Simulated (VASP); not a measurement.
# LiAg3 (P6_3/mmc) in VASP: a series of runs

LiAg3 is run at these levels: LDA; tasks: single point.

Everything below comes from runs of VASP 6.6.1. Logs are shortened: lines on timing, memory, paths and dates and some standing lists are left out, and cuts for length are marked.

## Step 1: The cell of the first run

It takes space group P6_3/mmc (No. 194, hexagonal). Conventional cell: a = 5.741 Å, b = 5.741 Å, c = 4.658 Å, α = 90.00°, β = 90.00°, γ = 120.00°. Within 3.8 Å of Li (site symmetry -6m2) lie 12 Ag at 2.85 to 2.87 Å. Within 3.8 Å of Ag (site symmetry mm2) lie 8 Ag at 2.85 to 2.89 Å and 4 Li at 2.85 to 2.87 Å.

## Step 2: Single point, LDA

INCAR reads:

```
SYSTEM = LiAg3
PREC = Accurate ; ENCUT = 520
EDIFF = 1E-6 ; ISMEAR = 0
SIGMA = 0.15 ; LREAL = .FALSE.
LASPH = .TRUE. ; NELM = 80
ALGO = Normal ; ISIF = 2
LWAVE = .FALSE. ; LCHARG = .TRUE.
GGA = CA ; LELF = .TRUE.
LVHAR = .TRUE. ; NBANDS = 46
```

KPOINTS reads:

```
regular mesh
0
G
  4 4 5
  0 0 0
```

POSCAR reads:

```
LiAg3
1.0
    5.7408850000      0.0000000000      0.0000000000
   -2.8704430000      4.9717530000      0.0000000000
    0.0000000000      0.0000000000      4.6583720000
Li Ag
2 6
Direct
    0.3333333333      0.6666666667      0.7500000000
    0.6666666667      0.3333333333      0.2500000000
    0.1680730000      0.3361470000      0.2500000000
    0.1680730000      0.8319270000      0.2500000000
    0.6638530000      0.8319270000      0.2500000000
    0.8319270000      0.6638530000      0.7500000000
    0.8319270000      0.1680730000      0.7500000000
    0.3361470000      0.1680730000      0.7500000000
```

Potentials or basis: VASP PAW LDA potentials, release 64 (Li_sv, Ag).

Command:

```
> cat potpaw_LDA.64/Li_sv/POTCAR potpaw_LDA.64/Ag/POTCAR > POTCAR
> mpirun -np 1 vasp_std > vasp.out
```

OUTCAR:

```text
SYSTEM = LiAg3
   PREC = Accurate
   ENCUT = 520
   EDIFF = 1E-6
   ISMEAR = 0
   LREAL = .FALSE.
   LASPH = .TRUE.
   NELM = 80
   ISIF = 2
   GGA = CA

 ion  position               nearest neighbor table
   1  0.333  0.667  0.750-   5 2.85   5 2.85   3 2.85   3 2.85   4 2.85   4 2.85   6 2.87   8 2.87
                             7 2.87   7 2.87   6 2.87   8 2.87
   2  0.667  0.333  0.250-   8 2.85   8 2.85   6 2.85   6 2.85   7 2.85   7 2.85   3 2.87   5 2.87
                             4 2.87   4 2.87   3 2.87   5 2.87
   3  0.168  0.336  0.250-   5 2.85   4 2.85   1 2.85   1 2.85   7 2.87   7 2.87   8 2.87   8 2.87
                             2 2.87   2 2.87   5 2.89   4 2.89
   4  0.168  0.832  0.250-   5 2.85   3 2.85   1 2.85   1 2.85   6 2.87   6 2.87   8 2.87   8 2.87
                             2 2.87   2 2.87   5 2.89   3 2.89
   5  0.664  0.832  0.250-   4 2.85   3 2.85   1 2.85   1 2.85   7 2.87   7 2.87   6 2.87   6 2.87
                             2 2.87   2 2.87   4 2.89   3 2.89
   6  0.832  0.664  0.750-   8 2.85   7 2.85   2 2.85   2 2.85   4 2.87   4 2.87   5 2.87   5 2.87
                             1 2.87   1 2.87   8 2.89   7 2.89
   7  0.832  0.168  0.750-   8 2.85   6 2.85   2 2.85   2 2.85   3 2.87   3 2.87   5 2.87   5 2.87
                             1 2.87   1 2.87   8 2.89   6 2.89
   8  0.336  0.168  0.750-   7 2.85   6 2.85   2 2.85   2 2.85   4 2.87   4 2.87   3 2.87   3 2.87
                             1 2.87   1 2.87   7 2.89   6 2.89

  LATTYP: Found a hexagonal cell.
 ALAT       =     5.7408850000
 C/A-ratio  =     0.8114379577

  Lattice vectors:

 A1 = (   5.7408850000,   0.0000000000,   0.0000000000)
 A2 = (  -2.8704430000,   4.9717530000,   0.0000000000)
 A3 = (   0.0000000000,   0.0000000000,   4.6583720000)

Analysis of symmetry for initial positions (statically):
=====================================================================
 Subroutine PRICEL returns:
 Original cell was already a primitive cell.

 Routine SETGRP: Setting up the symmetry group for a
 hexagonal supercell.

 Subroutine GETGRP returns: Found 24 space group operations
 (whereof 12 operations were pure point group operations)
 out of a pool of 24 trial point group operations.

The static configuration has the point symmetry D_3d.
 The point group associated with its full space group is D_6h.

Analysis of symmetry for dynamics (positions and initial velocities):
=====================================================================
 Subroutine PRICEL returns:
 Original cell was already a primitive cell.

 Routine SETGRP: Setting up the symmetry group for a
 hexagonal supercell.

 Subroutine GETGRP returns: Found 24 space group operations
[... 113 lines left out ...]
   PSTRESS=    0.0 pullay stress
   NELECT =      72.0000    total number of electrons
   NUPDOWN=      -1.0000    fix difference up-down
   EMIN   =  10.00;   EMAX   =-10.00  energy-range for DOS
   EFERMI =   0.00;   METHOD = LEGACY
   ISMEAR =     0;   SIGMA  =   0.15  broadening in eV -4-tet -1-fermi 0-gaus
   EFERMI_NEDOS =   21; number of points for ismear=-14 and -15
   IALGO  =     38    algorithm
   IMIX   =      4    mixing-type and parameters
     AMIX     =   0.40;   BMIX     =  1.00
     AMIX_MAG =   1.60;   BMIX_MAG =  1.00
  volume/ion in A,a.u.               =      16.62       112.16
  Fermi-wavevector in a.u.,A,eV,Ry     =   1.334376  2.521605 24.225971  1.780559
  Thomas-Fermi vector in A             =   2.463162
   LORBIT       =      0    0 simple, 1 ext, 2 COOP (PROOUT), +10 PAW based schemes
   GGA     = CA    functional components
   LHFCALC =     F    Hartree Fock is set to
   AEXX    =    0.0000 exact exchange contribution
   IVDW    =     0    specifies the selected vdW correction
   LEPSILON=     F    determine dielectric tensor
   LRPA    =     F    only Hartree local field effects (RPA)
 non-spin polarized calculation
 Gauss-broadening in eV      SIGMA  =   0.15
  energy-cutoff  :      520.00
  volume of cell :      132.96
 maximum number of plane-waves:      3605
 NGX is ok and might be reduce to    48
   NGX = 21   NGY = 21   NGZ = 17

 number of electron      71.9999990 magnetization

 Free energy of the ion-electron system (eV)
  ---------------------------------------------------
  ext. energy  EPLUGINS =         0.00000000
  ---------------------------------------------------
  free energy    TOTEN  =       -27.59838110 eV

  energy without entropy =      -27.56021153  energy(sigma->0) =      -27.57929632

 E-fermi :   6.5030     XC(G=0): -11.5303

 val. band max:        6.4975882599   @ k =   0.0000   0.0000   0.0000
 cond. band min:       6.5304845370   @ k =   0.2500  -0.0000   0.4000
 fundamental gap:      0.0328962772
 Fermi energy:         6.5029769789

 k-point     1 :       0.0000    0.0000    0.0000
  band No.  band energies     occupation
      1     -38.2951      2.00000
      2     -38.2944      2.00000
      3      -0.5575      2.00000
      4       0.5040      2.00000
      5       0.5748      2.00000
      6       0.6228      2.00000
[... 577 lines left out ...]
     45      14.8000      0.00000
     46      15.0113      0.00000

------------------------ aborting loop because EDIFF is reached ----------------------------------------

  FORCE on cell =-STRESS in cart. coord.  units (eV):
  Direction    XX          YY          ZZ          XY          YZ          ZX
  --------------------------------------------------------------------------------------
  -------------------------------------------------------------------------------------
  Total       -4.9675582     -4.9675597     -5.3034854      0.0000005     -0.0000000      0.0000000
  in kB      -59.8592104    -59.8592285    -63.9071423      0.0000060     -0.0000000      0.0000000
  external PRESSURE =     -61.2085271 kB  Pullay stress =       0.0000000 kB

 VOLUME and BASIS-vectors are now :
 -----------------------------------------------------------------------------
  energy-cutoff  :      520.00
  volume of cell :      132.96
      direct lattice vectors                 reciprocal lattice vectors
     5.740885000  0.000000000  0.000000000     0.174189171  0.100568167  0.000000000
    -2.870443000  4.971753000  0.000000000     0.000000000  0.201136299  0.000000000
     0.000000000  0.000000000  4.658372000     0.000000000  0.000000000  0.214667270

 POSITION                                       TOTAL-FORCE (eV/Angst)
 -----------------------------------------------------------------------------------
     -0.00000      3.31450      3.49378        -0.000000     -0.000000      0.000000
      2.87044      1.65725      1.16459         0.000000     -0.000000      0.000000
     -0.00000      1.67124      1.16459         0.000000     -0.006752     -0.000000
     -1.42311      4.13614      1.16459        -0.005847      0.003376      0.000000
      1.42310      4.13614      1.16459         0.005847      0.003376      0.000000
      2.87045      3.30051      3.49378        -0.000000      0.006752      0.000000
      4.29355      0.83562      3.49378         0.005847     -0.003376      0.000000
      1.44734      0.83562      3.49378        -0.005847     -0.003376      0.000000
 -----------------------------------------------------------------------------------
    total drift:                               -0.000000      0.000000     -0.000000

  FREE ENERGIE OF THE ION-ELECTRON SYSTEM (eV)
  ---------------------------------------------------
  free  energy   TOTEN  =       -27.5983811025 eV

  energy  without entropy=      -27.5602115330  energy(sigma->0) =      -27.57929632
```

Run time: 50 s. Hardware: 1 thread of Intel Xeon Platinum 8488C (Sapphire Rapids), shared host; peak memory 0.24 GiB.

Results:

```yaml
Free_energy: -27.5984 eV
Largest_force: 0.007 eV/Å
Band_gap_on_the_k_mesh: zero (bands 36 and 37 overlap by 2.19 eV)
```

Forces in eV/Å, atoms in the order of the input:
```
Li   0.000  0.000  0.000
Li   0.000  0.000  0.000
Ag   0.000 -0.007  0.000
Ag  -0.006  0.003  0.000
Ag   0.006  0.003  0.000
Ag   0.000  0.007  0.000
Ag   0.006 -0.003  0.000
Ag  -0.006 -0.003  0.000
```

Caveat: the cutoff is under 1.25 times the usual one of these potentials, so pressure, stress and relaxed cells hold a basis-set (Pulay) error.

## Step 3: Single point, LDA

INCAR reads:

```
PREC = Accurate
ENCUT = 520
EDIFF = 1E-7
ISMEAR = 0
SIGMA = 0.15
LREAL = False
LASPH = True
NELM = 80
ALGO = Normal
ISIF = 2
LWAVE = False
LCHARG = False
NBANDS = 46
```

KPOINTS reads:

```
Automatic mesh
0
Gamma
  4 4 5
```

POSCAR is that of step 2.

Potentials or basis: VASP PAW LDA potentials, release 64 (Li_sv, Ag).

Command:

```
> cat potpaw_LDA.64/Li_sv/POTCAR potpaw_LDA.64/Ag/POTCAR > POTCAR
> mpirun -np 1 vasp_std > vasp.out
```

OUTCAR:

```text
PREC = Accurate
   ENCUT = 520
   EDIFF = 1E-7
   ISMEAR = 0
   LREAL = False
   LASPH = True
   NELM = 80
   ISIF = 2

 ion  position               nearest neighbor table
   1  0.333  0.667  0.750-   5 2.85   5 2.85   3 2.85   3 2.85   4 2.85   4 2.85   6 2.87   8 2.87
                             7 2.87   7 2.87   6 2.87   8 2.87
   2  0.667  0.333  0.250-   8 2.85   8 2.85   6 2.85   6 2.85   7 2.85   7 2.85   3 2.87   5 2.87
                             4 2.87   4 2.87   3 2.87   5 2.87
   3  0.168  0.336  0.250-   5 2.85   4 2.85   1 2.85   1 2.85   7 2.87   7 2.87   8 2.87   8 2.87
                             2 2.87   2 2.87   5 2.89   4 2.89
   4  0.168  0.832  0.250-   5 2.85   3 2.85   1 2.85   1 2.85   6 2.87   6 2.87   8 2.87   8 2.87
                             2 2.87   2 2.87   5 2.89   3 2.89
   5  0.664  0.832  0.250-   4 2.85   3 2.85   1 2.85   1 2.85   7 2.87   7 2.87   6 2.87   6 2.87
                             2 2.87   2 2.87   4 2.89   3 2.89
   6  0.832  0.664  0.750-   8 2.85   7 2.85   2 2.85   2 2.85   4 2.87   4 2.87   5 2.87   5 2.87
                             1 2.87   1 2.87   8 2.89   7 2.89
   7  0.832  0.168  0.750-   8 2.85   6 2.85   2 2.85   2 2.85   3 2.87   3 2.87   5 2.87   5 2.87
                             1 2.87   1 2.87   8 2.89   6 2.89
   8  0.336  0.168  0.750-   7 2.85   6 2.85   2 2.85   2 2.85   4 2.87   4 2.87   3 2.87   3 2.87
                             1 2.87   1 2.87   7 2.89   6 2.89

  LATTYP: Found a hexagonal cell.
 ALAT       =     5.7408850000
 C/A-ratio  =     0.8114379577

  Lattice vectors:

 A1 = (   5.7408850000,   0.0000000000,   0.0000000000)
 A2 = (  -2.8704430000,   4.9717530000,   0.0000000000)
 A3 = (   0.0000000000,   0.0000000000,   4.6583720000)

Analysis of symmetry for initial positions (statically):
=====================================================================
 Subroutine PRICEL returns:
 Original cell was already a primitive cell.

 Routine SETGRP: Setting up the symmetry group for a
 hexagonal supercell.

 Subroutine GETGRP returns: Found 24 space group operations
 (whereof 12 operations were pure point group operations)
 out of a pool of 24 trial point group operations.
[... 143 lines left out ...]
   AEXX    =    0.0000 exact exchange contribution
   IVDW    =     0    specifies the selected vdW correction
   LEPSILON=     F    determine dielectric tensor
   LRPA    =     F    only Hartree local field effects (RPA)
 non-spin polarized calculation
 Gauss-broadening in eV      SIGMA  =   0.15
  energy-cutoff  :      520.00
  volume of cell :      132.96
 maximum number of plane-waves:      3605
 NGX is ok and might be reduce to    48
   NGX = 21   NGY = 21   NGZ = 17

 number of electron      71.9999990 magnetization

 Free energy of the ion-electron system (eV)
  ---------------------------------------------------
  ext. energy  EPLUGINS =         0.00000000
  ---------------------------------------------------
  free energy    TOTEN  =       -27.59838109 eV

  energy without entropy =      -27.56021175  energy(sigma->0) =      -27.57929642

 E-fermi :   6.5030     XC(G=0): -11.5303

 val. band max:        6.4975911768   @ k =   0.0000   0.0000   0.0000
 cond. band min:       6.5304957992   @ k =   0.2500  -0.0000   0.4000
 fundamental gap:      0.0329046224
 Fermi energy:         6.5029867846

 k-point     1 :       0.0000    0.0000    0.0000
  band No.  band energies     occupation
      1     -38.2955      2.00000
      2     -38.2948      2.00000
      3      -0.5575      2.00000
      4       0.5041      2.00000
      5       0.5748      2.00000
      6       0.6228      2.00000
[... 577 lines left out ...]
     45      14.8000      0.00000
     46      15.0113      0.00000

------------------------ aborting loop because EDIFF is reached ----------------------------------------

  FORCE on cell =-STRESS in cart. coord.  units (eV):
  Direction    XX          YY          ZZ          XY          YZ          ZX
  --------------------------------------------------------------------------------------
  -------------------------------------------------------------------------------------
  Total       -4.9667416     -4.9667431     -5.3023334      0.0000005     -0.0000000      0.0000000
  in kB      -59.8493704    -59.8493885    -63.8932614      0.0000060     -0.0000000      0.0000000
  external PRESSURE =     -61.1973401 kB  Pullay stress =       0.0000000 kB

 VOLUME and BASIS-vectors are now :
 -----------------------------------------------------------------------------
  energy-cutoff  :      520.00
  volume of cell :      132.96
      direct lattice vectors                 reciprocal lattice vectors
     5.740885000  0.000000000  0.000000000     0.174189171  0.100568167  0.000000000
    -2.870443000  4.971753000  0.000000000     0.000000000  0.201136299  0.000000000
     0.000000000  0.000000000  4.658372000     0.000000000  0.000000000  0.214667270

 POSITION                                       TOTAL-FORCE (eV/Angst)
 -----------------------------------------------------------------------------------
     -0.00000      3.31450      3.49378        -0.000000      0.000000      0.000000
      2.87044      1.65725      1.16459         0.000000      0.000000      0.000000
     -0.00000      1.67124      1.16459         0.000000     -0.006767      0.000000
     -1.42311      4.13614      1.16459        -0.005861      0.003384      0.000000
      1.42310      4.13614      1.16459         0.005861      0.003384      0.000000
      2.87045      3.30051      3.49378        -0.000000      0.006767     -0.000000
      4.29355      0.83562      3.49378         0.005861     -0.003384      0.000000
      1.44734      0.83562      3.49378        -0.005861     -0.003384      0.000000
 -----------------------------------------------------------------------------------
    total drift:                               -0.000000      0.000000     -0.000000

  FREE ENERGIE OF THE ION-ELECTRON SYSTEM (eV)
  ---------------------------------------------------
  free  energy   TOTEN  =       -27.5983810891 eV

  energy  without entropy=      -27.5602117485  energy(sigma->0) =      -27.57929642
```

OSZICAR:

```text
N       E                     dE             d eps       ncg     rms          rms(c)
DAV:   1     0.498745444709E+03    0.49875E+03   -0.35881E+04  1104   0.160E+03
DAV:   2    -0.722040914957E+01   -0.50597E+03   -0.48525E+03  1140   0.371E+02
DAV:   3    -0.291183654700E+02   -0.21898E+02   -0.21647E+02  1430   0.707E+01
DAV:   4    -0.305206522490E+02   -0.14023E+01   -0.13767E+01  1672   0.120E+01
DAV:   5    -0.305291278067E+02   -0.84756E-02   -0.84749E-02  1218   0.124E+00    0.124E+01
DAV:   6    -0.276886704961E+02    0.28405E+01   -0.11515E+01  1220   0.215E+01    0.791E+00
DAV:   7    -0.276391965234E+02    0.49474E-01   -0.39671E-01  1322   0.313E+00    0.432E+00
DAV:   8    -0.275997041980E+02    0.39492E-01   -0.24798E-02  1278   0.885E-01    0.314E-01
DAV:   9    -0.275983727674E+02    0.13314E-02   -0.33660E-03  1228   0.354E-01    0.444E-02
DAV:  10    -0.275983837886E+02   -0.11021E-04   -0.30057E-04  1470   0.635E-02    0.339E-02
DAV:  11    -0.275983817362E+02    0.20525E-05   -0.15027E-05  1274   0.205E-02    0.931E-03
DAV:  12    -0.275983811186E+02    0.61755E-06   -0.12274E-06  1354   0.548E-03    0.130E-03
DAV:  13    -0.275983810891E+02    0.29494E-07   -0.16046E-07   994   0.137E-03
   1 F= -.27598381E+02 E0= -.27579296E+02  d E =-.381693E-01
```

stdout:

```text
POSCAR found type information on POSCAR LiAg
 POSCAR found :  2 types and       8 ions
 scaLAPACK will be used
 LDA part: xc-table for (Slater(with rela. corr.)+CA(PZ))
 , standard interpolation
 POSCAR, INCAR and KPOINTS ok, starting setup
 FFT: planning ... GRIDC
 FFT: planning ... GRID_SOFT
 FFT: planning ... GRID
 WAVECAR not read
 entering main loop
```

Wall time 51 s (1 thread of Intel Xeon Platinum 8488C (Sapphire Rapids), shared host); peak memory 0.24 GiB.

What came out:

* Free energy: -27.5984 eV
* Largest force: 0.007 eV/Å
* Band gap on the k mesh: zero (bands 36 and 37 overlap by 2.19 eV)

Forces in eV/Å, atoms in the order of the input:
```
Li   0.000  0.000  0.000
Li   0.000  0.000  0.000
Ag   0.000 -0.007  0.000
Ag  -0.006  0.003  0.000
Ag   0.006  0.003  0.000
Ag   0.000  0.007  0.000
Ag   0.006 -0.003  0.000
Ag  -0.006 -0.003  0.000
```

Levels at points of the mesh, in eV from the Fermi level:
| k point | band 32 | band 33 | band 34 | band 35 | band 36 | band 37 | band 38 | band 39 |
| --- | --- | --- | --- | --- | --- | --- | --- | --- |
| (0.00, 0.00, 0.00) | -2.84 | -2.76 | -0.23 | -0.01 | 0.07 | 0.07 | 1.26 | 1.26 |
| (0.50, 0.00, 0.00) | -3.51 | -2.96 | -2.90 | -1.13 | -0.44 | 2.37 | 2.89 | 4.15 |

Caveat: the cutoff is under 1.25 times the usual one of these potentials, so pressure, stress and relaxed cells hold a basis-set (Pulay) error.

## Step 4: Single point, LDA

INCAR reads:

```
ALGO = Normal
EDIFF = 1E-6
ENCUT = 520
GGA = CA
ISIF = 2
ISMEAR = 0
LASPH = T
LCHARG = F
LREAL = F
LWAVE = F
NBANDS = 46
NELM = 80
PREC = Accurate
SIGMA = 0.15
```

KPOINTS reads:

```
k-points
0
Gamma
  4 4 5
```

POSCAR is that of step 3.

Command:

```
> cat potpaw_LDA.64/Li_sv/POTCAR potpaw_LDA.64/Ag/POTCAR > POTCAR
> mpirun -np 1 vasp_std > vasp.out
```

Wall time 47 s (1 thread of Intel Xeon Platinum 8488C (Sapphire Rapids), shared host); peak memory 0.24 GiB.

The run converged. Its results:

| Item | Value |
| --- | --- |
| Free energy | -27.5984 eV |
| Largest force | 0.007 eV/Å |
| Band gap on the k mesh | zero (bands 36 and 37 overlap by 2.19 eV) |

Forces in eV/Å, atoms in the order of the input:
```
Li   0.000  0.000  0.000
Li   0.000  0.000  0.000
Ag   0.000 -0.007  0.000
Ag  -0.006  0.003  0.000
Ag   0.006  0.003  0.000
Ag   0.000  0.007  0.000
Ag   0.006 -0.003  0.000
Ag  -0.006 -0.003  0.000
```

Levels at points of the mesh, in eV from the Fermi level:
| k point | band 31 | band 32 | band 33 | band 34 | band 35 | band 36 | band 37 | band 38 | band 39 | band 40 |
| --- | --- | --- | --- | --- | --- | --- | --- | --- | --- | --- |
| (0.00, 0.00, 0.00) | -2.91 | -2.84 | -2.76 | -0.23 | -0.01 | 0.07 | 0.07 | 1.26 | 1.26 | 1.27 |
| (0.50, 0.00, 0.00) | -3.56 | -3.51 | -2.96 | -2.90 | -1.13 | -0.44 | 2.37 | 2.89 | 4.15 | 4.38 |

Caveat: the cutoff is under 1.25 times the usual one of these potentials, so pressure, stress and relaxed cells hold a basis-set (Pulay) error.

The gap in the log of VASP goes by the Fermi energy; the results here count the filled bands.